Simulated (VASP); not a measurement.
Ba2SeS: single point with PBE

The system is Ba2SeS.

```xyz
4
Lattice="2.3099 1.3336 7.5495 -2.3099 1.3336 7.5495 0.0000 -2.6672 7.5495" Properties=species:S:1:pos:R:3 pbc="T T T"
S     2.3099    1.3336    7.5495
Se    0.0000    0.0000   11.3242
Ba    0.0000    0.0000    5.7225
Ba    0.0000    0.0000   16.9258
```

```json
{
  "Program": "VASP 6.6.1",
  "Task": "single point",
  "Functional": "PBE",
  "Potentials or basis": "VASP PAW PBE potentials, release 64 (S, Se, Ba_sv)",
  "Cutoff": "520 eV",
  "k mesh": "6 × 6 × 6",
  "Occupations": "gaussian, width 0.01 eV",
  "Spin": "no spin polarisation",
  "Dipole correction": "no",
  "Further INCAR settings": "ALGO = Normal; EDIFF = 1e-06; NBANDS = 24"
}
```

* Pressure: 0.6 GPa
* Largest force: 0.017 eV/Å
* Band gap on the k mesh: 1.99 eV (least direct gap 2.19 eV)

Forces in eV/Å, atoms in the order of the input:
```
S    0.000  0.000  0.000
Se   0.000  0.000  0.000
Ba   0.000  0.000  0.017
Ba   0.000  0.000 -0.017
```

Levels at points of the mesh, in eV from the valence-band top:
```
           k point  band 14  band 15  band 16  band 17  band 18  band 19
(0.00, 0.00, 0.00)    -0.04     0.00     0.00     3.18     3.65     3.65
(0.50, 0.00, 0.00)    -0.84    -0.78    -0.55     3.18     3.33     5.44
(0.50, 0.50, 0.00)    -0.70    -0.23    -0.20     1.99     5.25     5.31
(0.50, 0.50, 0.50)    -0.84    -0.46    -0.46     3.77     3.93     4.39
```

Run time: 2.4 min on 1 thread of Intel(R) Xeon(R) Platinum 8559C (Emerald Rapids) (shared host), peak memory 0.53 GiB.

Caveat: spin-orbit coupling is left out, which moves the levels of the heavy elements. A k mesh can miss the band edges.
